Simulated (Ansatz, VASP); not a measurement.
# Two plane-wave programs on KCl

Contents of INCAR:

```
SYSTEM = KCl
  PREC = Accurate
  ENCUT = 500
  EDIFF = 1E-6
  ISMEAR = 0
  SIGMA = 0.02
  LREAL = .FALSE.
  LASPH = .TRUE.
  NELM = 120
  ALGO = Normal
  ISIF = 2
  LWAVE = .FALSE.
  LCHARG = .FALSE.
  GGA = CA
  NBANDS = 15
  GGA_COMPAT = .FALSE.
```

File KPOINTS:

```
regular mesh
0
G
  6 6 6
  0 0 0
```

File POSCAR:

```
KCl
1.0
    0.0000000000      3.0382222732      3.0382222732
    3.0382222732      0.0000000000      3.0382222732
    3.0382222732      3.0382222732      0.0000000000
K Cl
1 1
Direct
    0.0000000000      0.0000000000      0.0000000000
    0.5000000000      0.5000000000      0.5000000000
```

Input for Ansatz:

```yaml
crystal:
  lattice:
    - [0.0, 3.0382222732, 3.0382222732]
    - [3.0382222732, 0.0, 3.0382222732]
    - [3.0382222732, 3.0382222732, 0.0]
  atoms:
    - { symbol: K, position: [0.0, 0.0, 0.0] }
    - { symbol: Cl, position: [0.5, 0.5, 0.5] }
basis:
  ecutwfc: 420
kpoints:
  mp_grid: { grid: [6, 6, 6] }
  band_path:
    path:
      - [[0.0, 0.0, 0.0], [0.5, 0.0, 0.5], [0.625, 0.25, 0.625]]
      - [[0.375, 0.375, 0.75], [0.0, 0.0, 0.0], [0.5, 0.5, 0.5], [0.5, 0.25, 0.75], [0.5, 0.0, 0.5]]
    npoints: 10
hamiltonian:
  xc: lda
scf:
  occupations: { method: gaussian, width: 0.02 }
  n_extra_bands: 7
output:
  forces: true
  stress: true
  eigenvalues: true
```

Alike in both runs: task single point; functional LDA; k mesh 6 × 6 × 6; occupations gaussian, width 0.02 eV; no spin polarisation.

|  | VASP | Ansatz |
| --- | --- | --- |
| version | VASP 6.6.1 | Ansatz 0.2.0 |
| potentials or method | VASP PAW LDA potentials, release 64 (K_sv, Cl), cutoff 500 eV | scalar-relativistic, plane waves, PAW |
| valence electrons in the cell | 16 | 16 |

|  | VASP | Ansatz | Ansatz less VASP |
| --- | --- | --- | --- |
| gap on the k mesh at the Fermi level (eV) | 5.12 | 5.11 | -0.003 |
| least direct gap on the mesh (eV) | 5.12 | 5.11 | -0.003 |
| pressure (GPa) | 0.1 | 0.0 | -0.09 |

LDA's correlation is that of Perdew and Zunger in VASP and of Perdew and Wang (1992) in Ansatz.
